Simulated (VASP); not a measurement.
Write the native input for VASP 6.6.1 that does the following.

- Task: single point
- Functional: PBEsol
- Potentials or basis: VASP PAW PBE potentials, release 64 (Zn)
- Cutoff: 520 eV
- k mesh: 15 × 15 × 15
- Occupations: fermi-dirac, width 0.136057 eV
- Spin: no spin polarisation
- Dipole correction: no
- Further INCAR settings: ALGO = Normal; EDIFF = 1e-06; NBANDS = 12

The structure of Zn lies in POSCAR:

```
Zn
1.0
    0.0000000000      1.9212300422      1.9212300422
    1.9212300422      0.0000000000      1.9212300422
    1.9212300422      1.9212300422      0.0000000000
Zn
1
Direct
    0.0000000000      0.0000000000      0.0000000000
```

These files were run (other wordings do the same):

INCAR

```
SYSTEM = Zn
PREC     = Accurate       ! precision mode
ENCUT    = 520            ! plane-wave cutoff, eV
EDIFF    = 1E-6           ! SCF threshold, eV
ISMEAR   = -1             ! smearing method
SIGMA    = 0.13605693000000002 ! smearing width, eV
LREAL    = .False.        ! projectors in reciprocal space
LASPH    = .True.         ! aspherical terms in the spheres
NELM     = 100            ! most SCF steps
ALGO     = Normal         ! electronic algorithm
ISIF     = 2              ! what is computed and relaxed
LWAVE    = .False.        ! write WAVECAR
LCHARG   = .False.        ! write CHGCAR
GGA      = PS             ! functional
NBANDS   = 12             ! bands
```

KPOINTS

```
Automatic mesh
0
Gamma
  15 15 15
  0 0 0
```

Potentials or basis: VASP PAW PBE potentials, release 64 (Zn).

Launch:

```console
$ cat potpaw_PBE.64/Zn/POTCAR > POTCAR
$ mpirun -np 1 vasp_std > vasp.out
```

It gave:

```json
{
 "Pressure": "0.2 GPa",
 "Band gap on the k mesh": "zero (band 6 reaches 5.29 eV, above the bottom of band 7 at 2.27 eV)"
}
```

Caveat: the PAW data sets were made with another functional, which shifts forces and pressure a little.

It took 14 s on 1 thread of Intel(R) Xeon(R) Platinum 8259CL CPU @ 2.50GHz (Skylake/Cascade Lake) (shared host), peak memory 0.13 GiB.
